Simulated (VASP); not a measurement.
# Cd (P6_3/mmc) in VASP: settings compared, part 2 of 2

VASP 6.6.1.

## Step 3: Single point, RPBE

This run uses another cell than the first one, of 24.39 Å³/atom, 1.130 times its volume.

The input, INCAR:

```
PREC = Accurate
ENCUT = 500
EDIFF = 1E-6
ISMEAR = 0
SIGMA = 0.1
LREAL = F
LASPH = T
NELM = 120
ALGO = Normal
ISIF = 2
LWAVE = F
LCHARG = T
GGA = RP
LELF = T
LVHAR = T
NBANDS = 19
GGA_COMPAT = F
```

The input, KPOINTS:

```
Automatic mesh
0
Gamma
  6 6 4
```

The input, POSCAR:

```
Cd
1.0
    3.1027353296      0.0000000000      0.0000000000
   -1.5513676648      2.6870476167      0.0000000000
    0.0000000000      0.0000000000      5.8512343436
Cd
2
Direct
    0.3333333333      0.6666666667      0.2500000000
    0.6666666667      0.3333333333      0.7500000000
```

Potentials or basis: VASP PAW PBE potentials, release 64 (Cd).

Launch:

```
$ cat potpaw_PBE.64/Cd/POTCAR > POTCAR
$ mpirun -np 1 vasp_std > vasp.out
```

OUTCAR:

```text
PREC = Accurate
   ENCUT = 500
   EDIFF = 1E-6
   ISMEAR = 0
   LREAL = F
   LASPH = T
   NELM = 120
   ISIF = 2
   GGA = RP

 ion  position               nearest neighbor table
   1  0.333  0.667  0.250-   2 3.43   2 3.43   2 3.43   2 3.43   2 3.43   2 3.43
   2  0.667  0.333  0.750-   1 3.43   1 3.43   1 3.43   1 3.43   1 3.43   1 3.43

  LATTYP: Found a hexagonal cell.
 ALAT       =     3.1027353296
 C/A-ratio  =     1.8858309595

  Lattice vectors:

 A1 = (   3.1027353296,   0.0000000000,   0.0000000000)
 A2 = (  -1.5513676648,   2.6870476167,   0.0000000000)
 A3 = (   0.0000000000,   0.0000000000,   5.8512343436)

Analysis of symmetry for initial positions (statically):
=====================================================================
 Subroutine PRICEL returns:
 Original cell was already a primitive cell.

 Routine SETGRP: Setting up the symmetry group for a
 hexagonal supercell.

 Subroutine GETGRP returns: Found 24 space group operations
 (whereof 12 operations were pure point group operations)
 out of a pool of 24 trial point group operations.

The static configuration has the point symmetry D_3d.
 The point group associated with its full space group is D_6h.

Analysis of symmetry for dynamics (positions and initial velocities):
=====================================================================
 Subroutine PRICEL returns:
 Original cell was already a primitive cell.

 Routine SETGRP: Setting up the symmetry group for a
 hexagonal supercell.

 Subroutine GETGRP returns: Found 24 space group operations
 (whereof 12 operations were pure point group operations)
 out of a pool of 24 trial point group operations.

The dynamic configuration has the point symmetry D_3d.
 The point group associated with its full space group is D_6h.

 Subroutine INISYM returns: Found 24 space group operations
 (whereof 12 operations are pure point group operations),
 and found     1 'primitive' translations

----------------------------------------------------------------------------------------

                                     Primitive cell

  volume of cell :      48.7829

  direct lattice vectors                    reciprocal lattice vectors
     3.102735330  0.000000000  0.000000000     0.322296262  0.186077834  0.000000000
    -1.551367665  2.687047617  0.000000000     0.000000000  0.372155668  0.000000000
     0.000000000  0.000000000  5.851234344     0.000000000  0.000000000  0.170904110

  length of vectors
     3.102735330  3.102735330  5.851234344     0.372155668  0.372155668  0.170904110

  position of ions in fractional coordinates (direct lattice)
     0.333333333  0.666666667  0.250000000
     0.666666667  0.333333333  0.750000000

  ion indices of the primitive-cell ions
   primitive index   ion index
                 1           1
                 2           2

----------------------------------------------------------------------------------------

 KPOINTS: Automatic mesh

Automatic generation of k-mesh.
 Grid dimensions read from file:
 generate k-points for:    6    6    4

 Generating k-lattice:

  Cartesian coordinates                     Fractional coordinates (reciprocal lattice)
     0.053716044  0.031012972  0.000000000     0.166666667  0.000000000  0.000000000
     0.000000000  0.062025945  0.000000000     0.000000000  0.166666667  0.000000000
     0.000000000  0.000000000  0.042726028     0.000000000  0.000000000  0.250000000

  Length of vectors
     0.062025945  0.062025945  0.042726028

  Shift w.r.t. Gamma in fractional coordinates (k-lattice)
     0.000000000  0.000000000  0.000000000

 Subroutine IBZKPT returns following result:
 ===========================================

 Found     21 irreducible k-points:

 Following reciprocal coordinates:
            Coordinates               Weight
  0.000000  0.000000  0.000000      1.000000
  0.166667 -0.000000  0.000000      6.000000
  0.333333 -0.000000  0.000000      6.000000
  0.500000  0.000000  0.000000      3.000000
  0.166667  0.166667  0.000000      6.000000
  0.333333  0.166667  0.000000     12.000000
[... 13 lines left out ...]
  0.333333  0.166667  0.500000     12.000000
  0.333333  0.333333  0.500000      2.000000
   k-points           NKPTS =     21   k-points in BZ     NKDIM =     21   number of bands    NBANDS=     19
   number of dos      NEDOS =    301   number of ions     NIONS =      2
   total plane-waves  NPLWV =  27648
   dimension x,y,z NGX =    24 NGY =   24 NGZ =   48
   dimension x,y,z NGXF=    48 NGYF=   48 NGZF=   96
   ions per type =               2
   NGX,Y,Z   is equivalent  to a cutoff of  12.86, 12.86, 13.64 a.u.
   NGXF,Y,Z  is equivalent  to a cutoff of  25.72, 25.72, 27.28 a.u.
 SYSTEM =  unknown system
   PREC   = accura    normal or accurate (medium, high low for compatibility)
   ISTART =      0    job   : 0-new  1-cont  2-samecut
   ICHARG =      2    charge: 1-file 2-atom 10-const
   ISPIN  =      1    spin polarized calculation?
   LNONCOLLINEAR =      F non collinear calculations
   LSORBIT =      F    spin-orbit coupling
   LASPH  =      T    aspherical Exc in radial PAW
   ENCUT  =  500.0 eV  36.75 Ry    6.06 a.u.   5.66  5.66 10.67*2*pi/ulx,y,z
   NELM   =    120;   NELMIN=  2; NELMDL= -5     # of ELM steps
   EDIFF  = 0.1E-05   stopping-criterion for ELM
   LREAL  =      F    real-space projection
   EDIFFG = 0.1E-04   stopping-criterion for IOM
   NSW    =      0    number of steps for IOM
   IBRION =     -1    ionic relax: 0-MD 1-quasi-New 2-CG
   NFREE  =      0    steps in history (QN), initial steepest desc. (CG)
   ISIF   =      2    stress and relaxation
   ISYM   =      2    0-nonsym 1-usesym 2-fastsym
   POTIM  = 0.5000    time-step for ionic-motion
   TEBEG  =    0.0;   TEEND  =   0.0 temperature during run
   PSTRESS=    0.0 pullay stress
   NELECT =      24.0000    total number of electrons
   NUPDOWN=      -1.0000    fix difference up-down
   EMIN   =  10.00;   EMAX   =-10.00  energy-range for DOS
   EFERMI =   0.00;   METHOD = LEGACY
   ISMEAR =     0;   SIGMA  =   0.10  broadening in eV -4-tet -1-fermi 0-gaus
   EFERMI_NEDOS =   21; number of points for ismear=-14 and -15
   IALGO  =     38    algorithm
   IMIX   =      4    mixing-type and parameters
     AMIX     =   0.40;   BMIX     =  1.00
     AMIX_MAG =   1.60;   BMIX_MAG =  1.00
  volume/ion in A,a.u.               =      24.39       164.60
  Fermi-wavevector in a.u.,A,eV,Ry     =   1.292377  2.442239 22.724989  1.670240
  Thomas-Fermi vector in A             =   2.424089
   LORBIT       =      0    0 simple, 1 ext, 2 COOP (PROOUT), +10 PAW based schemes
   GGA     = RP    functional components
   LHFCALC =     F    Hartree Fock is set to
   AEXX    =    0.0000 exact exchange contribution
   IVDW    =     0    specifies the selected vdW correction
   LEPSILON=     F    determine dielectric tensor
   LRPA    =     F    only Hartree local field effects (RPA)
 non-spin polarized calculation
 Gauss-broadening in eV      SIGMA  =   0.10
  energy-cutoff  :      500.00
  volume of cell :       48.78
 maximum number of plane-waves:      1248
 NGX is ok and might be reduce to    24
   NGX = 11   NGY = 11   NGZ = 21

 number of electron      24.0000005 magnetization

 Free energy of the ion-electron system (eV)
  ---------------------------------------------------
  ext. energy  EPLUGINS =         0.00000000
  ---------------------------------------------------
  free energy    TOTEN  =        -0.71558756 eV

  energy without entropy =       -0.71241141  energy(sigma->0) =       -0.71399949

 E-fermi :   2.5117     XC(G=0): -10.2652

 val. band max:        2.3882715781   @ k =   0.0000   0.0000   0.2500
 cond. band min:       2.5323718275   @ k =   0.3333   0.3333   0.2500
 fundamental gap:      0.1441002494
 Fermi energy:         2.5117224510

 k-point     1 :       0.0000    0.0000    0.0000
  band No.  band energies     occupation
      1      -7.1433      2.00000
      2      -6.9597      2.00000
      3      -6.7104      2.00000
      4      -6.7104      2.00000
      5      -6.6728      2.00000
      6      -6.6728      2.00000
[... 11 lines left out ...]
     18      16.1751      0.00000
     19      17.2741      0.00000
[... 419 lines left out ...]
 k-point    21 :       0.3333    0.3333    0.5000
  band No.  band energies     occupation
      1      -6.8158      2.00000
      2      -6.8158      2.00000
      3      -6.6760      2.00000
      4      -6.6760      2.00000
      5      -6.5263      2.00000
      6      -6.5263      2.00000
[... 11 lines left out ...]
     18      11.4192      0.00000
     19      13.6214      0.00000

------------------------ aborting loop because EDIFF is reached ----------------------------------------

  FORCE on cell =-STRESS in cart. coord.  units (eV):
  Direction    XX          YY          ZZ          XY          YZ          ZX
  --------------------------------------------------------------------------------------
  -------------------------------------------------------------------------------------
  Total        0.0803774      0.0803774      0.3396357      0.0000000     -0.0000000      0.0000000
  in kB        2.6398362      2.6398362     11.1546614      0.0000000     -0.0000000      0.0000000
  external PRESSURE =       5.4781113 kB  Pullay stress =       0.0000000 kB

 VOLUME and BASIS-vectors are now :
 -----------------------------------------------------------------------------
  energy-cutoff  :      500.00
  volume of cell :       48.78
      direct lattice vectors                 reciprocal lattice vectors
     3.102735330  0.000000000  0.000000000     0.322296262  0.186077834  0.000000000
    -1.551367665  2.687047617  0.000000000     0.000000000  0.372155668  0.000000000
     0.000000000  0.000000000  5.851234344     0.000000000  0.000000000  0.170904110

 POSITION                                       TOTAL-FORCE (eV/Angst)
 -----------------------------------------------------------------------------------
     -0.00000      1.79137      1.46281         0.000000      0.000000      0.000000
      1.55137      0.89568      4.38843        -0.000000     -0.000000      0.000000
 -----------------------------------------------------------------------------------
    total drift:                               -0.000000      0.000000      0.000000

  FREE ENERGIE OF THE ION-ELECTRON SYSTEM (eV)
  ---------------------------------------------------
  free  energy   TOTEN  =        -0.7155875630 eV

  energy  without entropy=       -0.7124114072  energy(sigma->0) =       -0.71399949
```

OSZICAR:

```text
N       E                     dE             d eps       ncg     rms          rms(c)
DAV:   1     0.168539628517E+03    0.16854E+03   -0.12734E+04   798   0.120E+03
DAV:   2     0.328764736208E+01   -0.16525E+03   -0.16029E+03   843   0.323E+02
DAV:   3    -0.734517966766E+00   -0.40222E+01   -0.40157E+01   950   0.571E+01
DAV:   4    -0.741392417720E+00   -0.68745E-02   -0.68737E-02   888   0.224E+00
DAV:   5    -0.741415983990E+00   -0.23566E-04   -0.23566E-04   876   0.124E-01    0.351E+00
DAV:   6    -0.706825390119E+00    0.34591E-01   -0.12981E-01   903   0.397E+00    0.286E+00
DAV:   7    -0.713173121022E+00   -0.63477E-02   -0.23632E-02   902   0.138E+00    0.121E+00
DAV:   8    -0.715408189633E+00   -0.22351E-02   -0.39178E-03   867   0.693E-01    0.887E-02
DAV:   9    -0.715552367777E+00   -0.14418E-03   -0.80522E-05   938   0.730E-02    0.421E-02
DAV:  10    -0.715587728722E+00   -0.35361E-04   -0.40099E-05   857   0.592E-02    0.386E-03
DAV:  11    -0.715587562980E+00    0.16574E-06   -0.10522E-07   596   0.288E-03
   1 F= -.71558756E+00 E0= -.71399949E+00  d E =-.317616E-02
```

It took 12 s on 1 thread of Intel Xeon Platinum 8259CL at 2.50GHz (Skylake/Cascade Lake), shared host; peak memory 0.17 GiB.

What came out:

- Free energy: -0.7156 eV
- Pressure: 0.5 GPa
- Band gap on the k mesh: zero (band 12 reaches 3.36 eV, above the bottom of band 13 at -0.19 eV)

Stress tensor (GPa, compression positive):
```
0.26 0.00 0.00
0.00 0.26 0.00
0.00 0.00 1.12
```

Levels at points of the mesh, in eV from the Fermi level:
```
           k point  band 10  band 11  band 12  band 13  band 14  band 15
(0.00, 0.00, 0.00)    -8.63    -8.24    -3.26    -2.70     9.66    13.43
(0.50, 0.00, 0.00)    -8.41    -2.22    -2.00     1.59     2.38     2.75
(0.00, 0.00, 0.50)    -8.71    -6.92    -6.92     3.21     3.21    13.97
(0.50, 0.00, 0.50)    -8.41    -1.42    -1.42    -0.37    -0.37     7.34
```

Caveat: the k points lie up to 0.39 Å⁻¹ apart; the PAW data sets were made with another functional, which shifts forces and pressure a little.

## Step 4: Single point, PBEsol

This run uses another cell than the first one, of 25.04 Å³/atom, 1.160 times its volume.

The input, INCAR:

```
PREC = Accurate ; ENCUT = 500
EDIFF = 1E-6 ; ISMEAR = 0
SIGMA = 0.1 ; LREAL = F
LASPH = T ; NELM = 120
ALGO = Normal ; ISIF = 2
LWAVE = F ; LCHARG = T
GGA = PS ; LELF = T
LVHAR = T ; NBANDS = 19
GGA_COMPAT = F
```

The input, KPOINTS:

```
regular mesh
0
Gamma
  6 6 4
```

The input, POSCAR:

```
Cd
1.0
    3.1299536964      0.0000000000      0.0000000000
   -1.5649768482      2.7106194138      0.0000000000
    0.0000000000      0.0000000000      5.9025635824
Cd
2
Direct
    0.3333333333      0.6666666667      0.2500000000
    0.6666666667      0.3333333333      0.7500000000
```

Launch:

```
$ cat potpaw_PBE.64/Cd/POTCAR > POTCAR
$ mpirun -np 1 vasp_std > vasp.out
```

It took 12 s on 1 thread of Intel Xeon Platinum 8259CL at 2.50GHz (Skylake/Cascade Lake), shared host; peak memory 0.17 GiB.

Results (log left out):

| Item | Value |
| --- | --- |
| Free energy | -2.2217 eV |
| Pressure | -5.7 GPa |
| Band gap on the k mesh | zero (band 12 reaches 2.80 eV, above the bottom of band 13 at -0.61 eV) |

Stress tensor (GPa, compression positive):
```
-6.54  0.00  0.00
 0.00 -6.54  0.00
 0.00  0.00 -4.08
```

Levels at points of the mesh, in eV from the Fermi level:
| k point | band 8 | band 9 | band 10 | band 11 | band 12 | band 13 | band 14 | band 15 | band 16 | band 17 |
| --- | --- | --- | --- | --- | --- | --- | --- | --- | --- | --- |
| (0.00, 0.00, 0.00) | -8.59 | -8.41 | -8.41 | -8.05 | -3.23 | -2.55 | 9.53 | 13.15 | 13.15 | 13.33 |
| (0.50, 0.00, 0.00) | -8.42 | -8.21 | -8.20 | -2.11 | -1.95 | 1.57 | 2.26 | 2.77 | 4.73 | 7.53 |
| (0.00, 0.00, 0.50) | -8.49 | -8.49 | -8.49 | -6.75 | -6.75 | 3.19 | 3.19 | 13.95 | 13.95 | 14.01 |
| (0.50, 0.00, 0.50) | -8.41 | -8.20 | -8.20 | -1.31 | -1.31 | -0.40 | -0.40 | 7.23 | 7.23 | 8.92 |

Caveat: the k points lie up to 0.39 Å⁻¹ apart; the PAW data sets were made with another functional, which shifts forces and pressure a little.

## Step 5: Overview

```csv
level,cell,gap on the mesh (eV),pressure (GPa)
revPBE,"a = 2.979, b = 2.979, c = 5.618 Å, angles 90.0, 90.0, 120.0°, 2 atoms",none,6.2
RPBE,"a = 3.103, b = 3.103, c = 5.851 Å, angles 90.0, 90.0, 120.0°, 2 atoms",none,0.5
PBEsol,"a = 3.130, b = 3.130, c = 5.903 Å, angles 90.0, 90.0, 120.0°, 2 atoms",none,-5.7
```

Alike in all rows: task single point; potentials or basis VASP PAW PBE potentials, release 64 (Cd); no spin polarisation; k mesh 6 × 6 × 4; cutoff (eV) 500; smearing gaussian 0.1 eV.

Caveats: all runs use coarse meshes; the PAW data sets were made with another functional, which shifts forces and pressure a little.

Total energies depend on the potentials used, so only differences within one code and one set of settings carry meaning.
